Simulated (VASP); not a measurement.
Input of a VASP 6.6.1 run:

The input INCAR:

```
SYSTEM = Cs3Ti
PREC = Accurate
ENCUT = 500
EDIFF = 1E-6
ISMEAR = 0
SIGMA = 0.1
LREAL = .FALSE.
LASPH = .TRUE.
NELM = 120
ALGO = Normal
ISIF = 2
LWAVE = .FALSE.
LCHARG = .TRUE.
GGA = PE
LELF = .TRUE.
LVHAR = .TRUE.
NBANDS = 28
GGA_COMPAT = .FALSE.
```

File KPOINTS:

```
regular mesh
0
G
  4 4 4
  0 0 0
```

The input POSCAR:

```
Cs3Ti
1.0
    6.4591834480      0.0000000000      0.0000000000
    0.0000000000      6.4591834480      0.0000000000
    0.0000000000      0.0000000000      6.4591834480
Cs Ti
3 1
Direct
    0.0000000000      0.5000000000      0.5000000000
    0.5000000000      0.0000000000      0.5000000000
    0.5000000000      0.5000000000      0.0000000000
    0.0000000000      0.0000000000      0.0000000000
```

Potentials or basis: VASP PAW PBE potentials, release 64 (Cs_sv, Ti_sv).

The run is started by

```console
$ cat potpaw_PBE.64/Cs_sv/POTCAR potpaw_PBE.64/Ti_sv/POTCAR > POTCAR
$ mpirun -np 1 vasp_std > vasp.out
```

Q: Estimate the pressure.

A: 0.0 GPa.

Q: Estimate the band gap on the k mesh.

A: Zero (an odd number of electrons rules out a gap without spin polarisation).

Caveat: spin-orbit coupling is left out, which moves the levels of the heavy elements.
